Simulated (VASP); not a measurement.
Set up this calculation in VASP 6.6.1, as the native input.

* Task: single point
* Functional: LDA
* Potentials or basis: VASP PAW LDA potentials, release 64 (In_d)
* Cutoff: 520 eV
* k mesh: 12 × 12 × 12
* Occupations: fermi-dirac, width 0.0272 eV
* Spin: no spin polarisation
* Dipole correction: no
* Further INCAR settings: ALGO = Normal; EDIFF = 1e-07; NBANDS = 12

The structure of In lies in POSCAR:

```
In
1.0
   -1.6254700000      1.6254700000      2.4737000000
    1.6254700000     -1.6254700000      2.4737000000
    1.6254700000      1.6254700000     -2.4737000000
In
1
Direct
    0.0000000000      0.0000000000      0.0000000000
```

The input as run:

INCAR

```
PREC     = Accurate       # precision mode
ENCUT    = 520            # plane-wave cutoff, eV
EDIFF    = 1E-7           # SCF threshold, eV
ISMEAR   = -1             # smearing method
SIGMA    = 0.0272         # smearing width, eV
LREAL    = F              # projectors in reciprocal space
LASPH    = T              # aspherical terms in the spheres
NELM     = 80             # most SCF steps
ALGO     = Normal         # electronic algorithm
ISIF     = 2              # what is computed and relaxed
LWAVE    = F              # write WAVECAR
LCHARG   = F              # write CHGCAR
GGA      = CA             # functional
NBANDS   = 12             # bands
```

KPOINTS

```
regular mesh
0
Gamma
  12 12 12
```

Potentials or basis: VASP PAW LDA potentials, release 64 (In_d).

Run with:

```console
$ cat potpaw_LDA.64/In_d/POTCAR > POTCAR
$ mpirun -np 1 vasp_std > vasp.out
```

It gave:

```
Pressure : -2.5 GPa
```

It took 44 s on 1 thread of Intel Xeon 6975P-C, with other jobs on the host, peak memory 0.17 GiB.
